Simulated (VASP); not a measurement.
AlN: single point with PBE

The system is AlN.

```xyz
4
Lattice="3.1110 0.0000 0.0000 -1.5555 2.6942 0.0000 0.0000 0.0000 4.9780" Properties=species:S:1:pos:R:3 pbc="T T T"
Al    0.0000    1.7961    0.0000
Al    1.5555    0.8981    2.4890
N    -0.1320    1.7199    1.9651
N     1.5555    0.8981    4.4055
```

This cell differs from its parent crystal: atom 3 (N) moved +0.160 Å towards its neighbour atom 2 (Al) at 1.885 Å.

```yaml
Program: VASP 6.6.1
Task: single point
Functional: PBE
Potentials_or_basis: VASP PAW PBE potentials, release 64 (Al, N)
Cutoff: 520 eV
k_mesh: 12 × 12 × 6
Occupations: gaussian, width 0.05 eV
Spin: no spin polarisation
```

| Quantity | Value |
| --- | --- |
| Pressure | 6.0 GPa |
| Largest force | 3.877 eV/Å |
| Band gap on the k mesh | 4.02 eV |

Forces on the atoms (eV/Å):
```
Al  -0.219 -0.126  0.423
Al  -2.766 -1.597  0.889
N    3.107  1.794 -1.469
N   -0.122 -0.070  0.157
```

Stress tensor (GPa, compression positive):
```
12.60  7.52 -4.06
 7.52  3.91 -2.34
-4.06 -2.34  1.49
```

Levels at points of the mesh, in eV from the valence-band top:
| k point | band 6 | band 7 | band 8 | band 9 | band 10 | band 11 |
| --- | --- | --- | --- | --- | --- | --- |
| (0.00, 0.00, 0.00) | -0.47 | -0.36 | 0.00 | 4.02 | 6.51 | 10.37 |
| (0.50, 0.00, 0.00) | -2.23 | -2.19 | -0.77 | 5.51 | 6.26 | 8.23 |
| (0.00, 0.50, 0.00) | -2.34 | -1.65 | -0.97 | 5.41 | 5.79 | 7.80 |
| (0.00, 0.00, 0.50) | -0.75 | -0.72 | -0.51 | 6.25 | 6.36 | 9.85 |
| (0.50, 0.00, 0.50) | -1.44 | -1.41 | -1.23 | 4.93 | 5.01 | 8.85 |
| (0.00, 0.50, 0.50) | -1.66 | -1.58 | -1.40 | 5.22 | 5.34 | 8.84 |

It took 90 s on 1 thread of Intel(R) Xeon(R) Platinum 8488C (Sapphire Rapids) (shared host), peak memory 0.25 GiB.

Caveat: the cell differs from its parent crystal (atom 3 (N) moved +0.160 Å towards its neighbour atom 2 (Al) at 1.885 Å); the cell stands under pressure; forces of over 1 eV/Å act on the atoms, so gaps and moduli don't describe the material at rest. A k mesh can miss the band edges.
